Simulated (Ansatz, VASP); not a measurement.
## Two plane-wave programs on SiO2

```xyz
9
Lattice="5.0597 0.0000 0.0000 -2.5298 4.3818 0.0000 0.0000 0.0000 5.5411" Properties=species:S:1:pos:R:3 pbc="T T T"
Si   -1.2649    2.1909    1.8470
Si    1.2649    2.1909    3.6941
Si    2.5298    0.0000    0.0000
O     0.9493    3.4693    4.6176
O     2.5298    2.5568    2.7705
O     3.4792    0.9125    0.9235
O     1.5805    0.9125    4.6176
O     0.0000    1.8250    2.7705
O    -0.9493    3.4693    0.9235
```

Alike in both runs: task single point; functional r2SCAN; k mesh 6 × 6 × 4; occupations gaussian, width 0.02 eV; no spin polarisation.

|  | VASP | Ansatz |
| --- | --- | --- |
| version | VASP 6.6.1 | Ansatz 0.2.0 |
| potentials or method | VASP PAW PBE potentials, release 64 (Si, O), cutoff 520 eV | scalar-relativistic, plane waves, PAW |
| valence electrons in the cell | 48 | 48 |

|  | VASP | Ansatz | Ansatz less VASP |
| --- | --- | --- | --- |
| gap on the k mesh at the Fermi level (eV) | 6.30 | 6.30 | +0.003 |
| least direct gap on the mesh (eV) | 6.49 | 6.49 | 0.000 |
| pressure (GPa) | 0.1 | 0.0 | -0.17 |
| rms of the force components (eV/Å) | 0.006 | 0.001 | -0.0053 |

VASP's potentials were made for PBE, not for r2SCAN. Atom by atom the forces differ by 0.005 eV/Å (rms over components).
